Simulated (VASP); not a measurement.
# HC16 (a cell with a defect) in VASP: relaxation of the atoms with PBE+D3(BJ)

Aim: the relaxation of the atoms of HC16 (a cell with a defect) with PBE+D3(BJ).

Program: VASP 6.6.1. These are calculated values, not measurements. Logs are shortened: lines on timing, memory, paths and dates and some standing lists are left out, and cuts for length are marked.

## Step 1: The cell of the first run

The cell holds a defect, 17 atoms: a = 5.049 Å, b = 5.049 Å, c = 5.049 Å, α = 60.00°, β = 60.00°, γ = 60.00°.

## Step 2: Relaxation of the atoms, PBE+D3(BJ)

Contents of INCAR:

```
PREC = Accurate ; ENCUT = 520
EDIFF = 1E-6 ; ISMEAR = 0
SIGMA = 0.05 ; LREAL = Auto
LASPH = T ; NELM = 100
ALGO = Normal ; ISIF = 2
LWAVE = F ; LCHARG = F
GGA = PE ; IVDW = 12
IBRION = 2 ; NSW = 80
EDIFFG = -0.03 ; NELECT = 64.0
```

Contents of KPOINTS:

```
regular mesh
0
Gamma
  3 3 3
```

Contents of POSCAR:

```
HC16
1.0
    0.0000000000      3.5700000000      3.5700000000
    3.5700000000      0.0000000000      3.5700000000
    3.5700000000      3.5700000000      0.0000000000
C H
16 1
Direct
    0.0000000000      0.0000000000      0.0000000000
    0.1250000000      0.1250000000      0.1250000000
    0.0000000000      0.0000000000      0.5000000000
    0.1250000000      0.1250000000      0.6250000000
    0.0000000000      0.5000000000      0.0000000000
    0.1250000000      0.6250000000      0.1250000000
    0.0000000000      0.5000000000      0.5000000000
    0.1250000000      0.6250000000      0.6250000000
    0.5000000000      0.0000000000      0.0000000000
    0.6250000000      0.1250000000      0.1250000000
    0.5000000000      0.0000000000      0.5000000000
    0.6250000000      0.1250000000      0.6250000000
    0.5000000000      0.5000000000      0.0000000000
    0.6250000000      0.6250000000      0.1250000000
    0.5000000000      0.5000000000      0.5000000000
    0.6250000000      0.6250000000      0.6250000000
    0.8236118800      0.3047597500      1.0757206700
```

Potentials or basis: VASP PAW PBE potentials, release 64 (C, H).

Command:

```console
> cat potpaw_PBE.64/C/POTCAR potpaw_PBE.64/H/POTCAR > POTCAR
> mpirun -np 1 vasp_std > vasp.out
```

OUTCAR:

```text
PREC = Accurate
   ENCUT = 520
   EDIFF = 1E-6
   ISMEAR = 0
   LREAL = Auto
   LASPH = T
   NELM = 100
   ISIF = 2
   GGA = PE
   IVDW = 12
   IBRION = 2
   NSW = 80
   EDIFFG = -0.03
   NELECT = 64.0
 IVDW          = 12

 ion  position               nearest neighbor table
   1  0.000  0.000  0.000-  17 1.48   4 1.55   6 1.55  10 1.55   2 1.55
   2  0.125  0.125  0.125-  17 1.40   3 1.55   5 1.55   9 1.55   1 1.55
   3  0.000  0.000  0.500-   2 1.55   4 1.55   8 1.55  12 1.55
   4  0.125  0.125  0.625-   1 1.55   3 1.55   7 1.55  11 1.55
   5  0.000  0.500  0.000-  17 1.44   6 1.55   8 1.55  14 1.55   2 1.55
   6  0.125  0.625  0.125-   1 1.55   5 1.55   7 1.55  13 1.55
   7  0.000  0.500  0.500-   4 1.55   6 1.55   8 1.55  16 1.55
   8  0.125  0.625  0.625-   3 1.55   5 1.55   7 1.55  15 1.55
   9  0.500  0.000  0.000-   2 1.55  10 1.55  12 1.55  14 1.55
  10  0.625  0.125  0.125-   1 1.55   9 1.55  11 1.55  13 1.55
  11  0.500  0.000  0.500-   4 1.55  10 1.55  12 1.55  16 1.55
  12  0.625  0.125  0.625-   3 1.55   9 1.55  11 1.55  15 1.55
  13  0.500  0.500  0.000-   6 1.55  10 1.55  14 1.55  16 1.55
  14  0.625  0.625  0.125-   5 1.55   9 1.55  13 1.55  15 1.55
  15  0.500  0.500  0.500-   8 1.55  12 1.55  14 1.55  16 1.55
  16  0.625  0.625  0.625-   7 1.55  11 1.55  13 1.55  15 1.55
  17  0.824  0.305  0.076-   2 1.40   5 1.44   1 1.48

  LATTYP: Found a face centered cubic cell.
 ALAT       =     7.1400000000

  Lattice vectors:

 A1 = (   0.0000000000,   3.5700000000,   3.5700000000)
 A2 = (   3.5700000000,   0.0000000000,   3.5700000000)
 A3 = (   3.5700000000,   3.5700000000,   0.0000000000)

Analysis of symmetry for initial positions (statically):
=====================================================================
 Subroutine PRICEL returns:
 Original cell was already a primitive cell.

 Routine SETGRP: Setting up the symmetry group for a
 face centered cubic supercell.

 Subroutine GETGRP returns: Found  1 space group operations
 (whereof  1 operations were pure point group operations)
 out of a pool of 48 trial point group operations.

The static configuration has the point symmetry C_1 .

Analysis of symmetry for dynamics (positions and initial velocities):
=====================================================================
 Subroutine PRICEL returns:
 Original cell was already a primitive cell.

 Routine SETGRP: Setting up the symmetry group for a
 face centered cubic supercell.

 Subroutine GETGRP returns: Found  1 space group operations
 (whereof  1 operations were pure point group operations)
 out of a pool of 48 trial point group operations.

The dynamic configuration has the point symmetry C_1 .

 Subroutine INISYM returns: Found  1 space group operations
 (whereof  1 operations are pure point group operations),
 and found     1 'primitive' translations

----------------------------------------------------------------------------------------

                                     Primitive cell

  volume of cell :      90.9986

  direct lattice vectors                    reciprocal lattice vectors
     0.000000000  3.570000000  3.570000000    -0.140056022  0.140056022  0.140056022
     3.570000000  0.000000000  3.570000000     0.140056022 -0.140056022  0.140056022
     3.570000000  3.570000000  0.000000000     0.140056022  0.140056022 -0.140056022

  length of vectors
     5.048742418  5.048742418  5.048742418     0.242584147  0.242584147  0.242584147

  position of ions in fractional coordinates (direct lattice)
     0.000000000  0.000000000  0.000000000
     0.125000000  0.125000000  0.125000000
     0.000000000  0.000000000  0.500000000
     0.125000000  0.125000000  0.625000000
     0.000000000  0.500000000  0.000000000
     0.125000000  0.625000000  0.125000000
[... 9 lines left out ...]
     0.625000000  0.625000000  0.625000000
     0.823611880  0.304759750  0.075720670

  ion indices of the primitive-cell ions
   primitive index   ion index
                 1           1
                 2           2
                 3           3
                 4           4
                 5           5
                 6           6
[... 9 lines left out ...]
                16          16
                17          17

----------------------------------------------------------------------------------------

 KPOINTS: regular mesh

Automatic generation of k-mesh.
 Grid dimensions read from file:
 generate k-points for:    3    3    3

 Generating k-lattice:

  Cartesian coordinates                     Fractional coordinates (reciprocal lattice)
    -0.046685341  0.046685341  0.046685341     0.333333333  0.000000000  0.000000000
     0.046685341 -0.046685341  0.046685341     0.000000000  0.333333333  0.000000000
     0.046685341  0.046685341 -0.046685341     0.000000000  0.000000000  0.333333333

  Length of vectors
     0.080861382  0.080861382  0.080861382

  Shift w.r.t. Gamma in fractional coordinates (k-lattice)
     0.000000000  0.000000000  0.000000000

 Subroutine IBZKPT returns following result:
 ===========================================

 Found     14 irreducible k-points:

 Following reciprocal coordinates:
            Coordinates               Weight
  0.000000  0.000000  0.000000      1.000000
  0.333333  0.000000  0.000000      2.000000
  0.000000  0.333333  0.000000      2.000000
  0.000000  0.000000  0.333333      2.000000
  0.333333  0.333333  0.333333      2.000000
  0.333333  0.333333  0.000000      2.000000
  0.000000  0.333333  0.333333      2.000000
  0.333333  0.000000  0.333333      2.000000
 -0.333333  0.333333  0.000000      2.000000
  0.000000 -0.333333  0.333333      2.000000
  0.333333  0.000000 -0.333333      2.000000
  0.333333  0.333333 -0.333333      2.000000
 -0.333333  0.333333 -0.333333      2.000000
  0.333333 -0.333333 -0.333333      2.000000
   k-points           NKPTS =     14   k-points in BZ     NKDIM =     14   number of bands    NBANDS=     41
   number of dos      NEDOS =    301   number of ions     NIONS =     17
   total plane-waves  NPLWV =  64000
   dimension x,y,z NGX =    40 NGY =   40 NGZ =   40
   dimension x,y,z NGXF=    80 NGYF=   80 NGZF=   80
   ions per type =              16   1
   NGX,Y,Z   is equivalent  to a cutoff of  13.17, 13.17, 13.17 a.u.
   NGXF,Y,Z  is equivalent  to a cutoff of  26.34, 26.34, 26.34 a.u.
 SYSTEM =  unknown system
   PREC   = accura    normal or accurate (medium, high low for compatibility)
   ISTART =      0    job   : 0-new  1-cont  2-samecut
   ICHARG =      2    charge: 1-file 2-atom 10-const
   ISPIN  =      1    spin polarized calculation?
   LNONCOLLINEAR =      F non collinear calculations
   LSORBIT =      F    spin-orbit coupling
   LASPH  =      T    aspherical Exc in radial PAW
   ENCUT  =  520.0 eV  38.22 Ry    6.18 a.u.   9.39  9.39  9.39*2*pi/ulx,y,z
   NELM   =    100;   NELMIN=  2; NELMDL= -5     # of ELM steps
   EDIFF  = 0.1E-05   stopping-criterion for ELM
   LREAL  =      T    real-space projection
   EDIFFG = -.3E-01   stopping-criterion for IOM
   NSW    =     80    number of steps for IOM
   IBRION =      2    ionic relax: 0-MD 1-quasi-New 2-CG
   NFREE  =      1    steps in history (QN), initial steepest desc. (CG)
   ISIF   =      2    stress and relaxation
   ISYM   =      2    0-nonsym 1-usesym 2-fastsym
   POTIM  = 0.5000    time-step for ionic-motion
   TEBEG  =    0.0;   TEEND  =   0.0 temperature during run
   PSTRESS=    0.0 pullay stress
   NELECT =      64.0000    total number of electrons
   NUPDOWN=      -1.0000    fix difference up-down
   EMIN   =  10.00;   EMAX   =-10.00  energy-range for DOS
   EFERMI =   0.00;   METHOD = LEGACY
   ISMEAR =     0;   SIGMA  =   0.05  broadening in eV -4-tet -1-fermi 0-gaus
   EFERMI_NEDOS =   21; number of points for ismear=-14 and -15
   IALGO  =     38    algorithm
   IMIX   =      4    mixing-type and parameters
     AMIX     =   0.40;   BMIX     =  1.00
     AMIX_MAG =   1.60;   BMIX_MAG =  1.00
  volume/ion in A,a.u.               =       5.35        36.12
  Fermi-wavevector in a.u.,A,eV,Ry     =   1.455872  2.751200 28.838420  2.119564
  Thomas-Fermi vector in A             =   2.572856
   LORBIT       =      0    0 simple, 1 ext, 2 COOP (PROOUT), +10 PAW based schemes
   GGA     = PE    functional components
   LHFCALC =     F    Hartree Fock is set to
   AEXX    =    0.0000 exact exchange contribution
   IVDW    =    12    specifies the selected vdW correction
   LEPSILON=     F    determine dielectric tensor
   LRPA    =     F    only Hartree local field effects (RPA)
 conjugate gradient relaxation of ions
 non-spin polarized calculation
 Gauss-broadening in eV      SIGMA  =   0.05
  energy-cutoff  :      520.00
  volume of cell :       91.00
 maximum number of plane-waves:      2453
 NGX is ok and might be reduce to    40
   NGX = 19   NGY = 19   NGZ = 19

--------------------------------------- Ionic step        1  -------------------------------------------

 number of electron      63.9999994 magnetization

 Free energy of the ion-electron system (eV)
  ---------------------------------------------------
  ext. energy  EPLUGINS =         0.00000000
  ---------------------------------------------------
  free energy    TOTEN  =      -154.76899268 eV

  energy without entropy =     -154.76899268  energy(sigma->0) =     -154.76899268

------------------------ aborting loop because EDIFF is reached ----------------------------------------

 Edisp (eV)   -3.23160

 E8    (eV) :    -0.9201

  FORCE on cell =-STRESS in cart. coord.  units (eV):
  Direction    XX          YY          ZZ          XY          YZ          ZX
  --------------------------------------------------------------------------------------
  -------------------------------------------------------------------------------------
  Total     -10.88374   -10.84775   -10.92130    -0.72573     0.69063     0.74044
  in kB    -191.62581  -190.99217  -192.28717   -12.77766    12.15972    13.03668
  external pressure =     -191.64 kB  Pullay stress =        0.00 kB
[... 142 lines left out ...]
  FREE ENERGIE OF THE ION-ELECTRON SYSTEM (eV)
  ---------------------------------------------------
  free  energy   TOTEN  =      -158.2072974850 eV

  energy  without entropy=     -158.2072974850  energy(sigma->0) =     -158.20729748

[... ionic steps 4 to 46 ...]

--------------------------------------- Ionic step       47  -------------------------------------------

 number of electron      64.0000000 magnetization

------------------------ aborting loop because EDIFF is reached ----------------------------------------

 Edisp (eV)   -3.23251

 E8    (eV) :    -0.9204
[... 99 lines left out ...]
  energy  without entropy=     -158.4599861410  energy(sigma->0) =     -158.45998614

--------------------------------------- Ionic step       49  -------------------------------------------

 number of electron      64.0000000 magnetization

 Free energy of the ion-electron system (eV)
  ---------------------------------------------------
  ext. energy  EPLUGINS =         0.00000000
  ---------------------------------------------------
  free energy    TOTEN  =      -155.22756960 eV

  energy without entropy =     -155.22756960  energy(sigma->0) =     -155.22756960

 E-fermi :  10.1645     XC(G=0): -13.2423

 val. band max:        9.8909029970   @ k =   0.0000   0.0000   0.0000
 cond. band min:      12.4967162300   @ k =   0.0000   0.0000   0.0000
 fundamental gap:      2.6058132330
 Fermi energy:        10.1645404952

 k-point     1 :       0.0000    0.0000    0.0000
  band No.  band energies     occupation
      1     -11.9888      2.00000
      2      -6.9347      2.00000
      3      -6.0137      2.00000
      4      -5.9358      2.00000
      5      -5.8830      2.00000
      6      -4.7870      2.00000
[... 653 lines left out ...]
  FREE ENERGIE OF THE ION-ELECTRON SYSTEM (eV)
  ---------------------------------------------------
  free  energy   TOTEN  =      -158.4600826655 eV

  energy  without entropy=     -158.4600826655  energy(sigma->0) =     -158.46008267

 reached required accuracy - stopping structural energy minimisation
```

Wall time 59 min (1 thread of Oxide Virtual Turin-like, shared host); peak memory 0.26 GiB.

What came out:

```yaml
Free_energy: -158.4601 eV
Energy_gained_by_relaxing: 27.0 meV/atom
Ionic_steps: 49
Largest_force_after_relaxing: 0.020 eV/Å
Dispersion_energy_per_atom: -0.190 eV
```

Forces on the atoms (eV/Å):
```
C    0.007 -0.017  0.009
C    0.009 -0.002  0.012
C   -0.003  0.005 -0.001
C    0.000 -0.011  0.007
C   -0.004  0.018  0.003
C    0.007 -0.008  0.012
C    0.002 -0.011  0.008
C   -0.004  0.006 -0.003
C   -0.002  0.010 -0.012
C    0.000 -0.008  0.002
C   -0.002 -0.004 -0.002
C   -0.007  0.013 -0.014
C    0.004 -0.005  0.003
C   -0.003  0.010 -0.016
C   -0.006  0.010 -0.016
C   -0.001 -0.007 -0.001
H    0.002  0.001  0.010
```

The path:
```
step  energy change (eV)  largest force (eV/Å)  pressure (GPa)
   1              0.0000                2.1079          -19.16
   3             -0.2067                0.4029          -19.74
   5             -0.2186                0.4435          -19.76
   7             -0.2574                0.6528          -19.61
   9             -0.2921                0.7002          -19.34
  11             -0.3055                0.6970          -18.98
  13             -0.3463                0.6544          -18.26
  15             -0.3551                0.8654          -17.76
  17             -0.4084                0.5133          -17.17
  19             -0.4429                0.3149          -16.68
  21             -0.4501                0.2132          -16.56
  23             -0.4524                0.1384          -16.48
  25             -0.4546                0.1216          -16.31
  27             -0.4562                0.1004          -16.15
  29             -0.4568                0.0810          -16.06
  31             -0.4573                0.0436          -15.96
  33             -0.4575                0.0404          -15.91
  35             -0.4577                0.0469          -15.84
  37             -0.4579                0.0416          -15.82
  39             -0.4582                0.0456          -15.81
  41             -0.4585                0.0424          -15.82
  43             -0.4585                0.0585          -15.82
  45             -0.4590                0.0449          -15.86
  47             -0.4594                0.0390          -15.92
  49             -0.4595                0.0205          -15.94
```

Final structure:
```
C H
1.0
     0.00000    3.57000    3.57000
     3.57000    0.00000    3.57000
     3.57000    3.57000    0.00000
C H
16 1
Direct
  0.99651 0.98694 0.00120
  0.13181 0.09443 0.13767
  0.99507 0.99803 0.50354
  0.12217 0.12158 0.62685
  0.98854 0.52959 0.98885
  0.12127 0.61725 0.13188
  0.99344 0.49622 0.50525
  0.12122 0.62631 0.62295
  0.49521 0.00672 0.99469
  0.61847 0.12358 0.12714
  0.49532 0.99906 0.50065
  0.61950 0.12806 0.62130
  0.49388 0.50031 0.99953
  0.60937 0.63703 0.12536
  0.49518 0.50269 0.49970
  0.61963 0.62510 0.62600
  0.90703 0.31186 0.06314
```

Caveat: the k points lie up to 0.51 Å⁻¹ apart; the cell carries a net charge on a neutralising background, which shifts energy and pressure; the cell is charged against a uniform background, so pressure and absolute levels hang on convention.
